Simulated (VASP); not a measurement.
A run of VASP 6.6.1 is set up as follows.

The input INCAR:

```
SYSTEM = HfO2
PREC = Accurate
ENCUT = 520
EDIFF = 1E-6
ISMEAR = 0
SIGMA = 0.02
LREAL = .False.
LASPH = .True.
NELM = 60
ALGO = Normal
ISIF = 2
LWAVE = .False.
LCHARG = .False.
IBRION = 2
NSW = 60
EDIFFG = -0.008
```

KPOINTS

```
regular mesh
0
Gamma
  6 6 8
  0 0 0
```

Contents of POSCAR:

```
HfO2
1.0
    4.7888991402      0.0000000000      0.0000000000
    0.0000000000      4.7888991402      0.0000000000
    0.0000000000      0.0000000000      3.2495350138
Hf O
2 4
Direct
    0.0000000000      0.0000000000      0.0000000000
    0.5000000000      0.5000000000      0.5000000000
    0.1951075730      0.8048924270      0.5000000000
    0.3048924270      0.3048924270      0.0000000000
    0.6951075730      0.6951075730      0.0000000000
    0.8048924270      0.1951075730      0.5000000000
```

Potentials or basis: VASP PAW LDA potentials, release 64 (Hf_pv, O).

Launch:

```bash
$ cat potpaw_LDA.64/Hf_pv/POTCAR potpaw_LDA.64/O/POTCAR > POTCAR
$ mpirun -np 1 vasp_std > vasp.out
```

(1) What does it give for the band gap on the k mesh?

(2) Estimate the energy gained by relaxing.

Results:

(1) 3.82 eV.

(2) 0.7 meV/atom.

Caveat: the cell differs from its parent crystal (strain along c alone, the other axes held: +2.0 %); spin-orbit coupling is left out, which moves the levels of the heavy elements.
